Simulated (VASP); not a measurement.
Here is a VASP 6.6.1 calculation.

The input INCAR:

```
SYSTEM = HfC
PREC     = Accurate       ! precision mode
ENCUT    = 520            ! plane-wave cutoff, eV
EDIFF    = 1E-6           ! SCF threshold, eV
ISMEAR   = 0              ! smearing method
SIGMA    = 0.05           ! smearing width, eV
LREAL    = .FALSE.        ! projectors in reciprocal space
LASPH    = .TRUE.         ! aspherical terms in the spheres
NELM     = 80             ! most SCF steps
ALGO     = Normal         ! electronic algorithm
ISIF     = 2              ! what is computed and relaxed
LWAVE    = .FALSE.        ! write WAVECAR
LCHARG   = .FALSE.        ! write CHGCAR
GGA      = PS             ! functional
NBANDS   = 14             ! bands
```

KPOINTS

```
Automatic mesh
0
G
  12 12 12
  0 0 0
```

The input POSCAR:

```
HfC
1.0
    0.0000000000      2.5126537230      2.5126537230
    2.5126537230      0.0000000000      2.5126537230
    2.5126537230      2.5126537230      0.0000000000
Hf C
1 1
Direct
    0.0000000000      0.0000000000      0.0000000000
    0.2500000000      0.2500000000      0.2500000000
```

Potentials or basis: VASP PAW PBE potentials, release 64 (Hf_pv, C).

Launch:

```console
$ cat potpaw_PBE.64/Hf_pv/POTCAR potpaw_PBE.64/C/POTCAR > POTCAR
$ mpirun -np 1 vasp_std > vasp.out
```

Task: Estimate the pressure.

Result: -3.0 GPa.

Task: What does it give for the band gap on the k mesh?

Result: 0.21 eV.

Caveat: the PAW data sets were made with another functional, which shifts forces and pressure a little; spin-orbit coupling is left out, which moves the levels of the heavy elements. A k mesh can miss the band edges.
